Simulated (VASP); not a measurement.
GaSb:

```
Sb Ga
1.0
    -1.55590    2.67500    2.89331
     1.55590   -2.67500    2.89331
     1.55590    2.67500   -2.89331
Sb Ga
1 1
Direct
  0.50000 0.50000 0.00000
  0.00000 0.00000 0.00000
```

Base run:

```yaml
Program: VASP 6.6.1
Functional: PBE
Potentials_or_basis: VASP PAW PBE potentials, release 64 (Sb, Ga_d)
Cutoff: 520 eV
k_mesh: 10 × 10 × 10
Occupations: fermi-dirac, width 0.05 eV
Spin: no spin polarisation
```

Its results: band gap on the k mesh zero (band 9 reaches 8.50 eV, above the bottom of band 10 at 4.04 eV); pressure -0.1 GPa.

After a change of settings the same cell gave: band gap on the k mesh zero (band 9 reaches 8.35 eV, above the bottom of band 10 at 3.88 eV); pressure -3.2 GPa. Which change was it?
A. functional from PBE to LDA; potentials or basis from VASP PAW PBE potentials, release 64 (Sb, Ga_d) to VASP PAW LDA potentials, release 64 (Sb, Ga_d)
B. k mesh from 10 × 10 × 10 to 8 × 8 × 8; occupations from fermi-dirac, width 0.05 eV to gaussian, width 0.05 eV
C. functional from PBE to PBEsol

C.

PBEsol binds more tightly than PBE, so the same cell stands under less pressure.

Caveats: spin-orbit coupling is left out, which moves the levels of the heavy elements; the PAW data sets were made with another functional, which shifts forces and pressure a little (some runs).
